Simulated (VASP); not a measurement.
Set up this calculation in VASP 6.6.1, as the native input.

```yaml
Task: relaxation of cell and atoms
Functional: PBE
Potentials_or_basis: VASP PAW PBE potentials, release 64 (Bi_d, Te, O)
Cutoff: 600 eV
k_mesh: 6 × 6 × 2
Occupations: gaussian, width 0.1 eV
Spin: no spin polarisation
Dipole_correction: no
Further_INCAR_settings: ALGO = Normal; EDIFF = 1e-07; IBRION = 2; EDIFFG = -0.04; NSW = 90; ISIF = 3
```

The structure of Bi2Te2O lies in POSCAR:

```
Bi2Te2O
1.0
    4.2421763000      0.0000000000      0.0000000000
   -2.1210881500      3.6738324400      0.0000000000
    0.0000000000      0.0000000000      9.2680096200
Bi Te O
2 2 1
Direct
    0.0000000000      0.0000000000      0.1707987400
    0.0000000000      0.0000000000      0.8292012600
    0.3333333300      0.6666666700      0.0000000000
    0.6666666700      0.3333333300      0.0000000000
    0.0000000000      0.0000000000      0.5000000000
```

The cell was built from a structure type or drawn by symmetry, and may not be a known phase.

The input as run:

INCAR

```
ALGO = Normal
EDIFF = 1E-7
EDIFFG = -0.04
ENCUT = 600
GGA = PE
IBRION = 2
ISIF = 3
ISMEAR = 0
LASPH = T
LCHARG = F
LREAL = F
LWAVE = F
NELM = 60
NSW = 90
PREC = Accurate
SIGMA = 0.1
```

KPOINTS

```
k-points
0
Gamma
  6 6 2
```

Potentials or basis: VASP PAW PBE potentials, release 64 (Bi_d, Te, O).

Run with:

```console
$ cat potpaw_PBE.64/Bi_d/POTCAR potpaw_PBE.64/Te/POTCAR potpaw_PBE.64/O/POTCAR > POTCAR
$ mpirun -np 1 vasp_std > vasp.out
```

Results of the run:

The relaxed volume is 37.72 Å³/atom, the relaxed cell is a = 5.392 Å, b = 5.392 Å, c = 7.492 Å, α = 90.00°, β = 90.00°, γ = 120.00° and the space group after relaxing (to 0.1 Å) is P6/mmm (No. 191). The pressure after relaxing is 0.0 GPa. The largest force after relaxing is 0.039 eV/Å and the band gap on the k mesh is zero (bands 24 and 25 overlap by 1.57 eV).

Caveat: the volume moved by over 15 % at a fixed basis, so the end points are rough; spin-orbit coupling is left out, which moves the levels of the heavy elements.

Wall time 18 min on 1 thread of Intel(R) Xeon(R) 6975P-C (Granite Rapids), with other jobs on the host, peak memory 0.37 GiB.
